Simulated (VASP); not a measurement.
Wanted: the native input for a VASP 6.6.1 run.

* Task: single point
* Functional: PBEsol
* Potentials or basis: VASP PAW PBE potentials, release 64 (Zr_sv)
* Cutoff: 520 eV
* k mesh: 18 × 18 × 10
* Occupations: gaussian, width 0.15 eV
* Spin: no spin polarisation
* Dipole correction: no
* Further INCAR settings: ALGO = Fast; EDIFF = 1e-07; NBANDS = 19

The structure of Zr lies in POSCAR:

```
Zr
1.0
    3.2319982225      0.0000000000      0.0727199600
   -1.6159991112      2.7989925657     -0.0363599800
    0.1158075000      0.0000000000      5.1470000000
Zr
2
Direct
    0.3333333333      0.6666666667      0.2500000000
    0.6666666667      0.3333333333      0.7500000000
```

This cell differs from its parent crystal: strain +0.0450 x Voigt [0, 0, 0, 0, 1, 0].

The input as run:

INCAR

```
ALGO = Fast ; EDIFF = 1E-7
ENCUT = 520 ; GGA = PS
ISIF = 2 ; ISMEAR = 0
LASPH = T ; LCHARG = F
LREAL = F ; LWAVE = F
NBANDS = 19 ; NELM = 60
PREC = Accurate ; SIGMA = 0.15
```

KPOINTS

```
k-points
0
Gamma
  18 18 10
```

Potentials or basis: VASP PAW PBE potentials, release 64 (Zr_sv).

The run is started by

```bash
$ cat potpaw_PBE.64/Zr_sv/POTCAR > POTCAR
$ mpirun -np 1 vasp_std > vasp.out
```

Results of the run:

| Property | Result |
| --- | --- |
| Pressure | -3.3 GPa |
| Largest force | 0.007 eV/Å |
| Band gap on the k mesh | zero (bands 12 and 13 overlap by 1.26 eV) |

Caveat: the cell differs from its parent crystal (strain +0.0450 x Voigt [0, 0, 0, 0, 1, 0]); the cell stands under tension; the PAW data sets were made with another functional, which shifts forces and pressure a little.

It took 7.6 min on 1 thread of Intel(R) Xeon(R) 6975P-C (Granite Rapids), with other jobs on the host, peak memory 0.66 GiB.
